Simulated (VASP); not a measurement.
KF:

```xyz
4
Lattice="4.4847 0.0000 0.0000 -2.2424 3.8839 0.0000 0.0000 0.0000 5.2717" Properties=species:S:1:pos:R:3 pbc="T T T"
K     0.0000    2.5893    1.3179
K     2.2424    1.2946    3.9538
F     2.2424    1.2946    1.3179
F     0.0000    2.5893    3.9538
```

Base run:

| Quantity | Value |
| --- | --- |
| Program | VASP 6.6.1 |
| Functional | LDA |
| Potentials or basis | VASP PAW LDA potentials, release 64 (K_sv, F) |
| Cutoff | 520 eV |
| k mesh | 6 × 6 × 6 |
| Occupations | gaussian, width 0.01 eV |
| Spin | no spin polarisation |

Its results: band gap on the k mesh 5.13 eV, direct; pressure -2.3 GPa.

Problem. The run is repeated on the same cell with these changes: functional from LDA to r2SCAN; potentials or basis from VASP PAW LDA potentials, release 64 (K_sv, F) to VASP PAW PBE potentials, release 64 (K_sv, F). What comes out?

Solution. Band gap on the k mesh 5.95 eV, direct; pressure 0.0 GPa.

Caveats: the PAW data sets were made with another functional, which shifts forces and pressure a little (some runs).

A k mesh can miss the band edges.
